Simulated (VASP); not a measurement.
Write the native input for VASP 6.6.1 that does the following.

| Item | Value |
| --- | --- |
| Task | single point |
| Functional | PBE |
| Potentials or basis | VASP PAW PBE potentials, release 64 (Mo_sv) |
| Cutoff | 520 eV |
| k mesh | 13 × 13 × 13 |
| Occupations | fermi-dirac, width 0.08 eV |
| Spin | no spin polarisation |
| Dipole correction | no |
| Further INCAR settings | ALGO = Normal; EDIFF = 1e-06; NBANDS = 13 |

The structure of Mo lies in POSCAR:

```
Mo
1.0
    0.0000000000      2.0150000000      2.0150000000
    2.0150000000      0.0000000000      2.0150000000
    2.0150000000      2.0150000000      0.0000000000
Mo
1
Direct
    0.0000000000      0.0000000000      0.0000000000
```

One way to write it, as run:

INCAR

```
SYSTEM = Mo
PREC     = Accurate       ! precision mode
ENCUT    = 520            ! plane-wave cutoff, eV
EDIFF    = 1E-6           ! SCF threshold, eV
ISMEAR   = -1             ! smearing method
SIGMA    = 0.08           ! smearing width, eV
LREAL    = .FALSE.        ! projectors in reciprocal space
LASPH    = .TRUE.         ! aspherical terms in the spheres
NELM     = 100            ! most SCF steps
ALGO     = Normal         ! electronic algorithm
ISIF     = 2              ! what is computed and relaxed
LWAVE    = .FALSE.        ! write WAVECAR
LCHARG   = .FALSE.        ! write CHGCAR
GGA      = PE             ! functional
NBANDS   = 13             ! bands
```

KPOINTS

```
regular mesh
0
G
  13 13 13
  0 0 0
```

Potentials or basis: VASP PAW PBE potentials, release 64 (Mo_sv).

Launch:

```bash
$ cat potpaw_PBE.64/Mo_sv/POTCAR > POTCAR
$ mpirun -np 1 vasp_std > vasp.out
```

It gave:

```
Pressure               : -4.4 GPa
Band gap on the k mesh : zero (band 7 reaches 15.13 eV, above the bottom of band 8 at 10.79 eV)
```

Run time: 5.4 s on 1 thread of Intel(R) Xeon(R) 6975P-C (Granite Rapids) (shared host), peak memory 0.14 GiB.
